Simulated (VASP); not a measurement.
Set up this calculation in VASP 6.6.1, as the native input.

```
Task                   : single point
Functional             : PBEsol
Dispersion             : D3(BJ)
Potentials or basis    : VASP PAW PBE potentials, release 64 (Ba_sv, S)
Cutoff                 : 520 eV
k mesh                 : 7 × 7 × 7
Occupations            : tetrahedron
Spin                   : collinear spin, ferromagnetic start
Starting moments       : [0.5, 0.0] μB
Dipole correction      : no
Further INCAR settings : ALGO = Normal; EDIFF = 1e-07; NBANDS = 19
```

The structure of BaS lies in POSCAR:

```
BaS
1.0
    4.4556013400      0.0000000000      0.0000000000
    2.2278006700      3.8586639496      0.0000000000
    2.2278006700      1.2862213165      3.6379832601
Ba S
1 1
Direct
    0.0000000000      0.0000000000      0.0000000000
    0.5000000000      0.5000000000      0.5000000000
```

This cell differs from its parent crystal: volume scaled by 0.96.

The input as run:

INCAR

```
SYSTEM = BaS
PREC     = Accurate       ! precision mode
ENCUT    = 520            ! plane-wave cutoff, eV
EDIFF    = 1E-7           ! SCF threshold, eV
ISMEAR   = -5             ! smearing method
SIGMA    = 0.1            ! smearing width, eV
LREAL    = .False.        ! projectors in reciprocal space
LASPH    = .True.         ! aspherical terms in the spheres
NELM     = 150            ! most SCF steps
ALGO     = Normal         ! electronic algorithm
ISIF     = 2              ! what is computed and relaxed
LWAVE    = .False.        ! write WAVECAR
LCHARG   = .False.        ! write CHGCAR
ISPIN    = 2              ! spin polarisation
MAGMOM   = 0.5 0          ! initial moments
LORBIT   = 11             ! projections on sites
GGA      = PS             ! functional
IVDW     = 12             ! dispersion correction
NBANDS   = 19             ! bands
```

KPOINTS

```
regular mesh
0
Gamma
  7 7 7
  0 0 0
```

Potentials or basis: VASP PAW PBE potentials, release 64 (Ba_sv, S).

Run with:

```sh
$ cat potpaw_PBE.64/Ba_sv/POTCAR potpaw_PBE.64/S/POTCAR > POTCAR
$ mpirun -np 1 vasp_std > vasp.out
```

Results of the run:

```
Pressure                                              : -0.3 GPa
Band gap on the k mesh                                : 1.97 eV, indirect (least direct gap 2.09 eV)
Net moment                                            : 0.00 μB per cell
Valence electrons inside the program's atomic spheres : Ba 7.92; S 3.73
Dispersion energy per atom                            : -0.314 eV
```

Caveat: three body term missing; the PAW data sets were made with another functional, which shifts forces and pressure a little; spin-orbit coupling is left out, which moves the levels of the heavy elements.

Run time: 30 s on 1 thread of Intel(R) Xeon(R) Platinum 8488C (Sapphire Rapids) (shared host), peak memory 0.26 GiB.
